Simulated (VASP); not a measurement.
Runs of VASP 6.6.1 on LiF. The structure is that of space group F-43m (No. 216), or close to it. The cells are those of the table. 

```csv
task,level,potentials or basis,cell,k mesh,cutoff (eV),smearing,gap on the mesh (eV),pressure (GPa),relaxed volume (Å³/atom)
single point,LDA,"VASP PAW LDA potentials, release 64 (Li_sv, F)","a = 3.033 Å, angles 60.0°, 2 atoms",10 × 10 × 10,520,gaussian 0.01 eV,7.60,-,-
single point,PBE,"VASP PAW PBE potentials, release 64 (Li_sv, F)","a = 3.033 Å, angles 60.0°, 2 atoms",6 × 6 × 6,520,gaussian 0.01 eV,7.92,-,-
relaxation of cell and atoms,PBE,"VASP PAW PBE potentials, release 64 (Li_sv, F)","relaxed from a = 2.580 Å, angles 60.0°, 2 atoms",10 × 10 × 10,600,fermi-dirac 0.02 eV,8.07,0.0,(b)
single point,LDA,"VASP PAW LDA potentials, release 64 (Li_sv, F)","a = 2.973 Å, angles 60.0°, 2 atoms",10 × 10 × 10,520,fermi-dirac 0.02 eV,7.94,-,-
single point,PBE,"VASP PAW PBE potentials, release 64 (Li_sv, F)","a = 3.086 Å, angles 60.0°, 2 atoms",10 × 10 × 10,520,fermi-dirac 0.02 eV,7.64,-,-
single point,PBE,"VASP PAW PBE potentials, release 64 (Li_sv, F)","a = 3.033 Å, angles 60.0°, 2 atoms",10 × 10 × 10,520,fermi-dirac 0.02 eV,7.92,-,-
relaxation of cell and atoms,LDA,"VASP PAW LDA potentials, release 64 (Li_sv, F)","relaxed from a = 3.086 Å, angles 60.0°, 2 atoms",10 × 10 × 10,600,fermi-dirac 0.02 eV,8.00,0.0,(a)
single point,r2SCAN,"VASP PAW PBE potentials, release 64 (Li_sv, F)","a = 3.033 Å, angles 60.0°, 2 atoms",10 × 10 × 10,520,fermi-dirac 0.02 eV,8.76,-,-
single point,PBEsol,"VASP PAW PBE potentials, release 64 (Li_sv, F)","a = 3.049 Å, angles 60.0°, 2 atoms",10 × 10 × 10,520,fermi-dirac 0.02 eV,(c),-,-
single point,r2SCAN,"VASP PAW PBE potentials, release 64 (Li_sv, F)","a = 3.033 Å, angles 60.0°, 2 atoms",10 × 10 × 10,520,gaussian 0.01 eV,8.76,-,-
relaxation of cell and atoms,PBEsol,"VASP PAW PBE potentials, release 64 (Li_sv, F)","relaxed from a = 3.086 Å, angles 60.0°, 2 atoms",10 × 10 × 10,600,fermi-dirac 0.02 eV,7.69,0.0,9.96
```

Alike in all rows: no spin polarisation.

Task: Fill in the values left out.

Result: (a) 9.20; (b) 9.68; (c) 7.66.

Caveats: some runs use coarse meshes; the cutoff is under 1.25 times the usual one of these potentials, so pressure, stress and relaxed cells hold a basis-set (Pulay) error; the PAW data sets were made with another functional, which shifts forces and pressure a little (some runs); the volume moved by over 15 % at a fixed basis, so the end points are rough (some runs).

A k mesh can miss the band edges.
